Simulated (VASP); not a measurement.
# Pt (Pm-3m) in VASP: a series of runs

Pt is run at these levels: PBE; tasks: relaxation of cell and atoms.

Program: VASP 6.6.1. These are calculated values, not measurements. Logs are shortened: lines on timing, memory, paths and dates and some standing lists are left out, and cuts for length are marked.

## 1. The cell of the first run

The structure is cubic, space group Pm-3m (No. 221). Conventional cell: a = 2.550 Å, b = 2.550 Å, c = 2.550 Å, α = 90.00°, β = 90.00°, γ = 90.00°. Pt (site symmetry m-3m) has 6 Pt at 2.55 Å within 3.4 Å.

This isn't the form of Pt at room conditions, which is fcc.

## 2. Relaxation of cell and atoms, PBE

Input file INCAR:

```
SYSTEM = Pt
PREC     = Accurate       ! precision mode
ENCUT    = 600            ! plane-wave cutoff, eV
EDIFF    = 1E-6           ! SCF threshold, eV
ISMEAR   = 1              ! smearing method
SIGMA    = 0.05           ! smearing width, eV
LREAL    = .FALSE.        ! projectors in reciprocal space
LASPH    = .TRUE.         ! aspherical terms in the spheres
NELM     = 100            ! most SCF steps
ALGO     = Normal         ! electronic algorithm
ISIF     = 3              ! what is computed and relaxed
LWAVE    = .FALSE.        ! write WAVECAR
LCHARG   = .FALSE.        ! write CHGCAR
GGA      = PE             ! functional
IBRION   = 2              ! ionic algorithm
NSW      = 80             ! ionic steps
EDIFFG   = -0.02          ! ionic threshold
```

Input file KPOINTS:

```
regular mesh
0
G
  17 17 17
  0 0 0
```

Input file POSCAR:

```
Pt
1.0
    2.5500000000      0.0000000000      0.0000000000
    0.0000000000      2.5500000000      0.0000000000
    0.0000000000      0.0000000000      2.5500000000
Pt
1
Direct
    0.0000000000      0.0000000000      0.0000000000
```

Potentials or basis: VASP PAW PBE potentials, release 64 (Pt).

On the command line:

```console
$ cat potpaw_PBE.64/Pt/POTCAR > POTCAR
$ mpirun -np 1 vasp_std > vasp.out
```

OUTCAR:

```text
SYSTEM = Pt
   PREC = Accurate
   ENCUT = 600
   EDIFF = 1E-6
   ISMEAR = 1
   LREAL = .FALSE.
   LASPH = .TRUE.
   NELM = 100
   ISIF = 3
   GGA = PE
   IBRION = 2
   NSW = 80
   EDIFFG = -0.02

 ion  position               nearest neighbor table
   1  0.000  0.000  0.000-

  LATTYP: Found a simple cubic cell.
 ALAT       =     2.5500000000

  Lattice vectors:

 A1 = (   2.5500000000,   0.0000000000,   0.0000000000)
 A2 = (   0.0000000000,   2.5500000000,   0.0000000000)
 A3 = (   0.0000000000,   0.0000000000,   2.5500000000)

Analysis of symmetry for initial positions (statically):
=====================================================================
 Subroutine PRICEL returns:
 Original cell was already a primitive cell.

 Routine SETGRP: Setting up the symmetry group for a
 simple cubic supercell.

 Subroutine GETGRP returns: Found 48 space group operations
 (whereof 48 operations were pure point group operations)
 out of a pool of 48 trial point group operations.

The static configuration has the point symmetry O_h .

Analysis of symmetry for dynamics (positions and initial velocities):
=====================================================================
 Subroutine PRICEL returns:
 Original cell was already a primitive cell.

 Routine SETGRP: Setting up the symmetry group for a
 simple cubic supercell.

 Subroutine GETGRP returns: Found 48 space group operations
 (whereof 48 operations were pure point group operations)
 out of a pool of 48 trial point group operations.

The dynamic configuration has the point symmetry O_h .

 Subroutine INISYM returns: Found 48 space group operations
 (whereof 48 operations are pure point group operations),
 and found     1 'primitive' translations

----------------------------------------------------------------------------------------

                                     Primitive cell

  volume of cell :      16.5814

  direct lattice vectors                    reciprocal lattice vectors
     2.550000000  0.000000000  0.000000000     0.392156863  0.000000000  0.000000000
     0.000000000  2.550000000  0.000000000     0.000000000  0.392156863  0.000000000
     0.000000000  0.000000000  2.550000000     0.000000000  0.000000000  0.392156863

  length of vectors
     2.550000000  2.550000000  2.550000000     0.392156863  0.392156863  0.392156863

  position of ions in fractional coordinates (direct lattice)
     0.000000000  0.000000000  0.000000000

  ion indices of the primitive-cell ions
   primitive index   ion index
                 1           1

----------------------------------------------------------------------------------------

 KPOINTS: regular mesh

Automatic generation of k-mesh.
 Grid dimensions read from file:
 generate k-points for:   17   17   17

 Generating k-lattice:

  Cartesian coordinates                     Fractional coordinates (reciprocal lattice)
     0.023068051  0.000000000  0.000000000     0.058823529  0.000000000  0.000000000
     0.000000000  0.023068051  0.000000000     0.000000000  0.058823529  0.000000000
     0.000000000  0.000000000  0.023068051     0.000000000  0.000000000  0.058823529

  Length of vectors
     0.023068051  0.023068051  0.023068051

  Shift w.r.t. Gamma in fractional coordinates (k-lattice)
     0.000000000  0.000000000  0.000000000

 Subroutine IBZKPT returns following result:
 ===========================================

 Found    165 irreducible k-points:

 Following reciprocal coordinates:
            Coordinates               Weight
  0.000000  0.000000  0.000000      1.000000
  0.058824  0.000000  0.000000      6.000000
  0.117647  0.000000  0.000000      6.000000
  0.176471  0.000000  0.000000      6.000000
  0.235294  0.000000  0.000000      6.000000
  0.294118  0.000000  0.000000      6.000000
[... 16 lines left out ...]
  0.411765  0.117647  0.000000     24.000000
  0.470588  0.117647  0.000000     24.000000
 [... further k-points ...]
   k-points           NKPTS =    165   k-points in BZ     NKDIM =    165   number of bands    NBANDS=      9
   number of dos      NEDOS =    301   number of ions     NIONS =      1
   total plane-waves  NPLWV =   8000
   dimension x,y,z NGX =    20 NGY =   20 NGZ =   20
   dimension x,y,z NGXF=    40 NGYF=   40 NGZF=   40
   ions per type =               1
   NGX,Y,Z   is equivalent  to a cutoff of  13.04, 13.04, 13.04 a.u.
   NGXF,Y,Z  is equivalent  to a cutoff of  26.08, 26.08, 26.08 a.u.
 SYSTEM =  Pt
   PREC   = accura    normal or accurate (medium, high low for compatibility)
   ISTART =      0    job   : 0-new  1-cont  2-samecut
   ICHARG =      2    charge: 1-file 2-atom 10-const
   ISPIN  =      1    spin polarized calculation?
   LNONCOLLINEAR =      F non collinear calculations
   LSORBIT =      F    spin-orbit coupling
   LASPH  =      T    aspherical Exc in radial PAW
   ENCUT  =  600.0 eV  44.10 Ry    6.64 a.u.   5.09  5.09  5.09*2*pi/ulx,y,z
   NELM   =    100;   NELMIN=  2; NELMDL= -5     # of ELM steps
   EDIFF  = 0.1E-05   stopping-criterion for ELM
   LREAL  =      F    real-space projection
   EDIFFG = -.2E-01   stopping-criterion for IOM
   NSW    =     80    number of steps for IOM
   IBRION =      2    ionic relax: 0-MD 1-quasi-New 2-CG
   NFREE  =      1    steps in history (QN), initial steepest desc. (CG)
   ISIF   =      3    stress and relaxation
   ISYM   =      2    0-nonsym 1-usesym 2-fastsym
   POTIM  = 0.5000    time-step for ionic-motion
   TEBEG  =    0.0;   TEEND  =   0.0 temperature during run
   PSTRESS=    0.0 pullay stress
   NELECT =      10.0000    total number of electrons
   NUPDOWN=      -1.0000    fix difference up-down
   EMIN   =  10.00;   EMAX   =-10.00  energy-range for DOS
   EFERMI =   0.00;   METHOD = LEGACY
   ISMEAR =     1;   SIGMA  =   0.05  broadening in eV -4-tet -1-fermi 0-gaus
   EFERMI_NEDOS =   21; number of points for ismear=-14 and -15
   IALGO  =     38    algorithm
   IMIX   =      4    mixing-type and parameters
     AMIX     =   0.40;   BMIX     =  1.00
     AMIX_MAG =   1.60;   BMIX_MAG =  1.00
  volume/ion in A,a.u.               =      16.58       111.90
  Fermi-wavevector in a.u.,A,eV,Ry     =   1.383146  2.613767 26.029204  1.913092
  Thomas-Fermi vector in A             =   2.507771
   LORBIT       =      0    0 simple, 1 ext, 2 COOP (PROOUT), +10 PAW based schemes
   GGA     = PE    functional components
   LHFCALC =     F    Hartree Fock is set to
   AEXX    =    0.0000 exact exchange contribution
   IVDW    =     0    specifies the selected vdW correction
   LEPSILON=     F    determine dielectric tensor
   LRPA    =     F    only Hartree local field effects (RPA)
 conjugate gradient relaxation of ions
 non-spin polarized calculation
 Methfessel and Paxton  Order N= 1 SIGMA  =   0.05
  energy-cutoff  :      600.00
  volume of cell :       16.58
 maximum number of plane-waves:       564
   NGX = 11   NGY = 11   NGZ = 11

--------------------------------------- Ionic step        1  -------------------------------------------

 number of electron      10.0000000 magnetization

 number of electron       9.9999998 magnetization

 Free energy of the ion-electron system (eV)
  ---------------------------------------------------
  ext. energy  EPLUGINS =         0.00000000
  ---------------------------------------------------
  free energy    TOTEN  =        -5.56010099 eV

  energy without entropy =       -5.55993902  energy(sigma->0) =       -5.56004700

------------------------ aborting loop because EDIFF is reached ----------------------------------------

  FORCE on cell =-STRESS in cart. coord.  units (eV):
  Direction    XX          YY          ZZ          XY          YZ          ZX
  --------------------------------------------------------------------------------------
  -------------------------------------------------------------------------------------
  Total        2.0036792      2.0036792      2.0036792     -0.0000000      0.0000000     -0.0000000
  in kB      193.6057417    193.6057417    193.6057417     -0.0000000      0.0000000     -0.0000000
  external PRESSURE =     193.6057417 kB  Pullay stress =       0.0000000 kB
[... 125 lines left out ...]
  energy  without entropy=       -5.6394206259  energy(sigma->0) =       -5.63952820

--------------------------------------- Ionic step        5  -------------------------------------------

 number of electron      10.0000002 magnetization

 Free energy of the ion-electron system (eV)
  ---------------------------------------------------
  ext. energy  EPLUGINS =         0.00000000
  ---------------------------------------------------
  free energy    TOTEN  =        -5.63958926 eV

  energy without entropy =       -5.63942602  energy(sigma->0) =       -5.63953485

 E-fermi :   8.2210     XC(G=0): -12.2963

 val. band max:        8.2194864314   @ k =   0.4118   0.4118   0.3529
 cond. band min:       8.2431605947   @ k =   0.4706   0.3529   0.1765
 fundamental gap:      0.0236741633
 Fermi energy:         8.2210496693

 k-point     1 :       0.0000    0.0000    0.0000
  band No.  band energies     occupation
      1      -0.1594      2.00000
      2       2.5908      2.00000
      3       2.5908      2.00000
      4       8.5259     -0.00000
      5       8.5259     -0.00000
      6       8.5259     -0.00000
      7      23.4431      0.00000
      8      23.4431      0.00000
      9      23.4431      0.00000
[... 265 lines left out ...]
 k-point    24 :       0.4706    0.1176    0.0000
  band No.  band energies     occupation
      1       2.7558      2.00000
      2       3.5432      2.00000
      3       5.2801      2.00000
      4       6.4524      2.00000
      5       8.4359     -0.00000
      6       8.8087     -0.00000
      7      12.8531      0.00000
      8      24.9530      0.00000
      9      26.8199      0.00000

 [... further k-points ...]

------------------------ aborting loop because EDIFF is reached ----------------------------------------

  FORCE on cell =-STRESS in cart. coord.  units (eV):
  Direction    XX          YY          ZZ          XY          YZ          ZX
  --------------------------------------------------------------------------------------
  -------------------------------------------------------------------------------------
  Total        0.0135658      0.0135658      0.0135658      0.0000000      0.0000000     -0.0000000
  in kB        1.2073892      1.2073892      1.2073892      0.0000000      0.0000000     -0.0000000
  external PRESSURE =       1.2073892 kB  Pullay stress =       0.0000000 kB
[... 16 lines left out ...]
  FREE ENERGIE OF THE ION-ELECTRON SYSTEM (eV)
  ---------------------------------------------------
  free  energy   TOTEN  =        -5.6395892592 eV

  energy  without entropy=       -5.6394260216  energy(sigma->0) =       -5.63953485

 reached required accuracy - stopping structural energy minimisation
```

It took 41 s on 1 thread of Intel Xeon Platinum 8488C (Sapphire Rapids), shared host; peak memory 0.15 GiB.

Results:

```yaml
Free_energy: -5.6396 eV
Relaxed_volume: 18.00 Å³/atom
Relaxed_cell: a = 2.621 Å, b = 2.621 Å, c = 2.621 Å, α = 90.00°, β = 90.00°, γ = 90.00°
Space_group_after_relaxing_to_0.1_Å: Pm-3m (No. 221)
Energy_gained_by_relaxing: 79.5 meV/atom
Ionic_steps: 5
Pressure_after_relaxing: 0.1 GPa
Band_gap_on_the_k_mesh: zero (bands 5 and 6 overlap by 2.94 eV)
```

The path:
| step | energy change (eV) | largest force (eV/Å) | pressure (GPa) | volume (Å³) |
| --- | --- | --- | --- | --- |
| 1 | 0.0000 | 0.0000 | 19.36 | 16.58 |
| 2 | 0.2338 | 0.0000 | -21.09 | 21.87 |
| 3 | -0.0790 | 0.0000 | -1.20 | 18.13 |
| 4 | -0.0795 | 0.0000 | -0.19 | 18.03 |
| 5 | -0.0795 | 0.0000 | 0.12 | 18.00 |

Final structure:
```xyz
1
Lattice="2.6208 0.0000 0.0000 0.0000 2.6208 0.0000 0.0000 0.0000 2.6208" Properties=species:S:1:pos:R:3 pbc="T T T"
Pt    0.0000    0.0000    0.0000
```

Caveat: spin-orbit coupling is left out, which moves the levels of the heavy elements.

## 3. Relaxation of cell and atoms, PBE

This run uses another cell than the first one, of 18.05 Å³/atom.

INCAR, as its differences from that of step 2:

```diff
@@ -8,3 +8,3 @@
 LASPH    = .TRUE.         ! aspherical terms in the spheres
-NELM     = 100            ! most SCF steps
+NELM     = 80             ! most SCF steps
 ALGO     = Normal         ! electronic algorithm
```

Input file KPOINTS:

```
regular mesh
0
G
  16 16 16
  0 0 0
```

Input file POSCAR:

```
Pt
1.0
    2.6232789749      0.0000000000      0.0000000000
    0.0000000000      2.6232789749      0.0000000000
    0.0000000000      0.0000000000      2.6232789749
Pt
1
Direct
    0.0000000000      0.0000000000      0.0000000000
```

Potentials or basis: VASP PAW PBE potentials, release 64 (Pt).

On the command line:

```console
$ cat potpaw_PBE.64/Pt/POTCAR > POTCAR
$ mpirun -np 1 vasp_std > vasp.out
```

It took 24 s on 1 thread of Intel Xeon Platinum 8488C (Sapphire Rapids), shared host; peak memory 0.16 GiB.

Results (log left out):

```
Free energy                           : -5.6440 eV
Relaxed volume                        : 18.02 Å³/atom
Relaxed cell                          : a = 2.622 Å, b = 2.622 Å, c = 2.622 Å, α = 90.00°, β = 90.00°, γ = 90.00°
Space group after relaxing (to 0.1 Å) : Pm-3m (No. 221)
Energy gained by relaxing             : 0.0 meV/atom
Ionic steps                           : 3
Pressure after relaxing               : 0.0 GPa
Band gap on the k mesh                : zero (bands 5 and 6 overlap by 3.10 eV)
```

Final structure:
```
Pt
1.0
     2.62157    0.00000    0.00000
     0.00000    2.62157    0.00000
     0.00000    0.00000    2.62157
Pt
1
Direct
  0.00000 0.00000 0.00000
```

Levels at points of the mesh, in eV from the Fermi level:
```
           k point  band 1  band 2  band 3  band 4  band 5  band 6  band 7  band 8  band 9
(0.00, 0.00, 0.00)   -8.42   -5.67   -5.67    0.27    0.27    0.27   15.17   15.17   15.17
(0.50, 0.00, 0.00)   -5.82   -5.09   -1.87   -1.87   -0.50    0.47    4.41   16.49   19.49
(0.50, 0.50, 0.00)   -5.81   -4.64   -1.48   -1.48    1.87    4.46    4.46    9.46   13.38
(0.50, 0.50, 0.50)   -4.82   -4.82   -4.82    2.02    2.02    9.98    9.98    9.98    9.98
```

Caveat: spin-orbit coupling is left out, which moves the levels of the heavy elements.

The gap in the log of VASP goes by the Fermi energy; the results here count the filled bands.